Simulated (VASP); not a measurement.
# In (I4/mmm) in VASP: electric field gradients with LDA

Aim: the electric field gradients of In with LDA.

All numbers are computed with VASP 6.6.1; they aren't measurements. Logs are shortened: lines on timing, memory, paths and dates and some standing lists are left out, and cuts for length are marked.

## Step 1: The cell of the first run

Symmetry: I4/mmm, No. 139, tetragonal system. Conventional cell: a = 3.263 Å, b = 3.263 Å, c = 4.964 Å, α = 90.00°, β = 90.00°, γ = 90.00°. Within 4.3 Å of In (site symmetry 4/mmm) lie 12 In at 3.26 to 3.39 Å.

## Step 2: Electric field gradients, LDA (26.43 Å³/atom)

File INCAR:

```
ALGO = Normal
EDIFF = 1E-8
ENCUT = 520
ISIF = 2
ISMEAR = -1
ISYM = 0
LASPH = T
LCHARG = F
LEFG = T
LREAL = F
LWAVE = F
NBANDS = 12
NELM = 80
PREC = Accurate
SIGMA = 0.05
```

File KPOINTS:

```
k-points
0
Gamma
  12 12 14
```

File POSCAR:

```
In
1.0
   -1.6315525314      1.6315525314      2.4821691634
    1.6315525314     -1.6315525314      2.4821691634
    1.6315525314      1.6315525314     -2.4821691634
In
1
Direct
    0.0000000000      0.0000000000      0.0000000000
```

Potentials or basis: VASP PAW LDA potentials, release 64 (In_d).

Run with:

```
$ cat potpaw_LDA.64/In_d/POTCAR > POTCAR
$ mpirun -np 1 vasp_std > vasp.out
```

OUTCAR:

```text
EDIFF = 1E-8
   ENCUT = 520
   ISIF = 2
   ISMEAR = -1
   ISYM = 0
   LASPH = T
   LREAL = F
   NELM = 80
   PREC = Accurate

 ion  position               nearest neighbor table
   1  0.000  0.000  0.000-

IMPORTANT INFORMATION: All symmetrisations will be switched off!
NOSYMM: (Re-)initialisation of all symmetry stuff for point group C_1.

----------------------------------------------------------------------------------------

                                     Primitive cell

  volume of cell :      26.4298

  direct lattice vectors                    reciprocal lattice vectors
    -1.631552531  1.631552531  2.482169163     0.000000000  0.306456575  0.201436714
     1.631552531 -1.631552531  2.482169163     0.306456575  0.000000000  0.201436714
     1.631552531  1.631552531 -2.482169163     0.306456575  0.306456575  0.000000000

  length of vectors
     3.388966078  3.388966078  3.388966078     0.366732030  0.366732030  0.433395044

  position of ions in fractional coordinates (direct lattice)
     0.000000000  0.000000000  0.000000000

  ion indices of the primitive-cell ions
   primitive index   ion index
                 1           1

----------------------------------------------------------------------------------------

 KPOINTS: k-points

Automatic generation of k-mesh.
 Grid dimensions read from file:
 generate k-points for:   12   12   14

 Generating k-lattice:

  Cartesian coordinates                     Fractional coordinates (reciprocal lattice)
     0.000000000  0.025538048  0.016786393     0.083333333  0.000000000  0.000000000
     0.025538048  0.000000000  0.016786393     0.000000000  0.083333333  0.000000000
     0.021889755  0.021889755  0.000000000     0.000000000  0.000000000  0.071428571

  Length of vectors
     0.030561003  0.030561003  0.030956789

  Shift w.r.t. Gamma in fractional coordinates (k-lattice)
     0.000000000  0.000000000  0.000000000

 -----------------------------------------------------------------------------
|                                                                             |
|           W    W    AA    RRRRR   N    N  II  N    N   GGGG   !!!           |
|           W    W   A  A   R    R  NN   N  II  NN   N  G    G  !!!           |
|           W    W  A    A  R    R  N N  N  II  N N  N  G       !!!           |
|           W WW W  AAAAAA  RRRRR   N  N N  II  N  N N  G  GGG   !            |
|           WW  WW  A    A  R   R   N   NN  II  N   NN  G    G                |
|           W    W  A    A  R    R  N    N  II  N    N   GGGG   !!!           |
|                                                                             |
|     Your reciprocal lattice and k-lattice belong to different lattice       |
|     classes:                                                                |
|                                                                             |
|        The reciprocal lattice is body-centered tetragonal,                  |
|        whereas your k-lattice is base-centered monoclinic.                  |
|                                                                             |
|     Results are often still useful ...                                      |
|                                                                             |
 -----------------------------------------------------------------------------

 WARNING: IBZKPT: internal override: KBLOWUP is changed to .FALSE.
      ... skipping the blow-up phase ...

 Subroutine IBZKPT returns following result:
 ===========================================

 Found   1012 irreducible k-points:

 Following reciprocal coordinates:
            Coordinates               Weight
  0.000000  0.000000  0.000000      1.000000
  0.083333 -0.000000 -0.000000      2.000000
  0.166667 -0.000000  0.000000      2.000000
  0.250000 -0.000000  0.000000      2.000000
  0.333333 -0.000000  0.000000      2.000000
  0.416667  0.000000 -0.000000      2.000000
[... 16 lines left out ...]
  0.250000  0.166667 -0.000000      2.000000
  0.333333  0.166667  0.000000      2.000000
 [... further k-points ...]
   k-points           NKPTS =   1012   k-points in BZ     NKDIM =   1012   number of bands    NBANDS=     12
   number of dos      NEDOS =    301   number of ions     NIONS =      1
   total plane-waves  NPLWV =  21952
   dimension x,y,z NGX =    28 NGY =   28 NGZ =   28
   dimension x,y,z NGXF=    56 NGYF=   56 NGZF=   56
   ions per type =               1
   NGX,Y,Z   is equivalent  to a cutoff of  13.74, 13.74, 13.74 a.u.
   NGXF,Y,Z  is equivalent  to a cutoff of  27.47, 27.47, 27.47 a.u.
 SYSTEM =  unknown system
   PREC   = accura    normal or accurate (medium, high low for compatibility)
   ISTART =      0    job   : 0-new  1-cont  2-samecut
   ICHARG =      2    charge: 1-file 2-atom 10-const
   ISPIN  =      1    spin polarized calculation?
   LNONCOLLINEAR =      F non collinear calculations
   LSORBIT =      F    spin-orbit coupling
   LASPH  =      T    aspherical Exc in radial PAW
   ENCUT  =  520.0 eV  38.22 Ry    6.18 a.u.   6.30  6.30  6.30*2*pi/ulx,y,z
   NELM   =     80;   NELMIN=  2; NELMDL= -5     # of ELM steps
   EDIFF  = 0.1E-07   stopping-criterion for ELM
   LREAL  =      F    real-space projection
   EDIFFG = 0.1E-06   stopping-criterion for IOM
   NSW    =      0    number of steps for IOM
   IBRION =     -1    ionic relax: 0-MD 1-quasi-New 2-CG
   NFREE  =      0    steps in history (QN), initial steepest desc. (CG)
   ISIF   =      2    stress and relaxation
   ISYM   =      0    0-nonsym 1-usesym 2-fastsym
   POTIM  = 0.5000    time-step for ionic-motion
   TEBEG  =    0.0;   TEEND  =   0.0 temperature during run
   PSTRESS=    0.0 pullay stress
   NELECT =      13.0000    total number of electrons
   NUPDOWN=      -1.0000    fix difference up-down
   EMIN   =  10.00;   EMAX   =-10.00  energy-range for DOS
   EFERMI =   0.00;   METHOD = LEGACY
   ISMEAR =    -1;   SIGMA  =   0.05  broadening in eV -4-tet -1-fermi 0-gaus
   EFERMI_NEDOS =   21; number of points for ismear=-14 and -15
   IALGO  =     38    algorithm
   IMIX   =      4    mixing-type and parameters
     AMIX     =   0.40;   BMIX     =  1.00
     AMIX_MAG =   1.60;   BMIX_MAG =  1.00
  volume/ion in A,a.u.               =      26.43       178.36
  Fermi-wavevector in a.u.,A,eV,Ry     =   1.292284  2.442064 22.721717  1.669999
  Thomas-Fermi vector in A             =   2.424002
   LORBIT       =      0    0 simple, 1 ext, 2 COOP (PROOUT), +10 PAW based schemes
   GGA     = CA    functional components
   LHFCALC =     F    Hartree Fock is set to
   AEXX    =    0.0000 exact exchange contribution
   IVDW    =     0    specifies the selected vdW correction
   LEPSILON=     F    determine dielectric tensor
   LRPA    =     F    only Hartree local field effects (RPA)
 non-spin polarized calculation
  energy-cutoff  :      520.00
  volume of cell :       26.43
 maximum number of plane-waves:       728
 NGX is ok and might be reduce to    28
   NGX = 13   NGY = 13   NGZ = 13

 number of electron      13.0000005 magnetization

 Free energy of the ion-electron system (eV)
  ---------------------------------------------------
  ext. energy  EPLUGINS =         0.00000000
  ---------------------------------------------------
  free energy    TOTEN  =        -3.20096612 eV

  energy without entropy =       -3.19684259  energy(sigma->0) =       -3.19890436

 E-fermi :   7.0672     XC(G=0): -10.4780

 val. band max:        7.0651028472   @ k =   0.1667   0.1667   0.2857
 cond. band min:       7.0676514943   @ k =   0.0000  -0.2500   0.4286
 fundamental gap:      0.0025486471
 Fermi energy:         7.0672098695

 k-point     1 :       0.0000    0.0000    0.0000
  band No.  band energies     occupation
      1      -7.5064      2.00000
      2      -7.4021      2.00000
      3      -7.4015      2.00000
      4      -7.3208      2.00000
      5      -7.2186      2.00000
      6      -2.3924      2.00000
      7      17.4297      0.00000
      8      17.4305      0.00000
      9      17.5846      0.00000
     10      18.7672      0.00000
     11      21.0225      0.00000
     12      21.1592      0.00000
[... 331 lines left out ...]
 k-point    24 :       0.3333    0.1667    0.0000
  band No.  band energies     occupation
      1      -7.4490      2.00000
      2      -7.4137      2.00000
      3      -7.3554      2.00000
      4      -7.1981      2.00000
      5      -7.1761      2.00000
      6       1.4244      2.00000
      7       6.7897      1.99226
      8      11.6433      0.00000
      9      14.3421      0.00000
     10      17.2147      0.00000
     11      20.3059      0.00000
     12      22.0950      0.00000

 [... further k-points ...]

------------------------ aborting loop because EDIFF is reached ----------------------------------------

  FORCE on cell =-STRESS in cart. coord.  units (eV):
  Direction    XX          YY          ZZ          XY          YZ          ZX
  --------------------------------------------------------------------------------------
  -------------------------------------------------------------------------------------
  Total       -0.5044858     -0.5044866     -0.4291297     -0.0241885      0.0244061      0.0244063
  in kB      -30.5820131    -30.5820622    -26.0139121     -1.4663086      1.4794993      1.4795119
  external PRESSURE =     -29.0593291 kB  Pullay stress =       0.0000000 kB

 VOLUME and BASIS-vectors are now :
 -----------------------------------------------------------------------------
  energy-cutoff  :      520.00
  volume of cell :       26.43
      direct lattice vectors                 reciprocal lattice vectors
    -1.631552531  1.631552531  2.482169163     0.000000000  0.306456575  0.201436714
     1.631552531 -1.631552531  2.482169163     0.306456575  0.000000000  0.201436714
     1.631552531  1.631552531 -2.482169163     0.306456575  0.306456575  0.000000000

 POSITION                                       TOTAL-FORCE (eV/Angst)
 -----------------------------------------------------------------------------------
      0.00000      0.00000      0.00000         0.000000     -0.000001      0.000000
 -----------------------------------------------------------------------------------
    total drift:                                0.000000     -0.000001      0.000000

  FREE ENERGIE OF THE ION-ELECTRON SYSTEM (eV)
  ---------------------------------------------------
  free  energy   TOTEN  =        -3.2009661158 eV

  energy  without entropy=       -3.1968425945  energy(sigma->0) =       -3.19890436

 Electric field gradients (V/A^2)
---------------------------------------------------------------------
 ion       V_xx      V_yy      V_zz      V_xy      V_xz      V_yz
---------------------------------------------------------------------
   1      -9.141    -9.141    18.283     1.571    -1.787    -1.787
---------------------------------------------------------------------

 Electric field gradients after diagonalization (V/A^2)
 (convention: |V_zz| > |V_xx| > |V_yy|)
----------------------------------------------------------------------
 ion       V_xx      V_yy      V_zz     asymmetry (V_yy - V_xx)/ V_zz
----------------------------------------------------------------------
   1     -10.713    -7.815    18.528       0.156
----------------------------------------------------------------------

           NMR quadrupolar parameters

 Cq : quadrupolar parameter    Cq=e*Q*V_zz/h
 eta: asymmetry parameters     (V_yy - V_xx)/ V_zz
 Q  : nuclear electric quadrupole moment in mb (millibarn)
----------------------------------------------------------------------
 ion       Cq(MHz)       eta       Q (mb)
----------------------------------------------------------------------
   1       0.045       0.156       1.000
----------------------------------------------------------------------
```

It took 2.8 min on 1 thread of AMD EPYC 9R45 (Zen 5), shared host; peak memory 0.36 GiB.

Results:

* Free energy: -3.2010 eV
* Pressure: -2.9 GPa
* Band gap on the k mesh: zero (an odd number of electrons rules out a gap without spin polarisation)
* Largest electric field gradient by atom: In +18.5 V/Å²

Stress tensor (GPa, compression positive):
```
-3.06 -0.15  0.15
-0.15 -3.06  0.15
 0.15  0.15 -2.60
```

Electric field gradients, principal values (V/Å²):
```
atom   least   middle  greatest (by size)
1 In  -7.815  -10.713              18.528
```

Caveat: without QUAD_EFG the Cq values of the log hold for a quadrupole moment of 1 mb, not for the nuclei; spin-orbit coupling is left out, which moves the levels of the heavy elements.
